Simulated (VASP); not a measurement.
Input of a VASP 6.6.1 run:

Contents of INCAR:

```
SYSTEM = C
PREC = Accurate ; ENCUT = 520
EDIFF = 1E-8 ; ISMEAR = 0
SIGMA = 0.01 ; LREAL = .False.
LASPH = .True. ; NELM = 80
ALGO = Normal ; ISIF = 2
LWAVE = .False. ; LCHARG = .True.
GGA = CA ; IBRION = 8
NSW = 1 ; LEPSILON = .True.
```

File KPOINTS:

```
regular mesh
0
Gamma
  12 12 12
  0 0 0
```

File POSCAR:

```
C
1.0
    0.0000000000      1.7658687228      1.7658687228
    1.7658687228      0.0000000000      1.7658687228
    1.7658687228      1.7658687228      0.0000000000
C
2
Direct
    0.5000000000      0.5000000000      0.5000000000
    0.7500000000      0.7500000000      0.7500000000
```

Potentials or basis: VASP PAW LDA potentials, release 64 (C).

Launch:

```sh
$ cat potpaw_LDA.64/C/POTCAR > POTCAR
$ mpirun -np 1 vasp_std > vasp.out
```

(1) Estimate the electronic dielectric tensor (diagonal).

(2) Predict the Born charges (mean of the diagonal).

(3) What does it give for the highest phonon frequency at Γ?

Answers

(1) 5.76.

(2) C +0.00 e.

(3) 1326 cm⁻¹.

Caveat: the cell stands under pressure or tension, which shifts response properties.
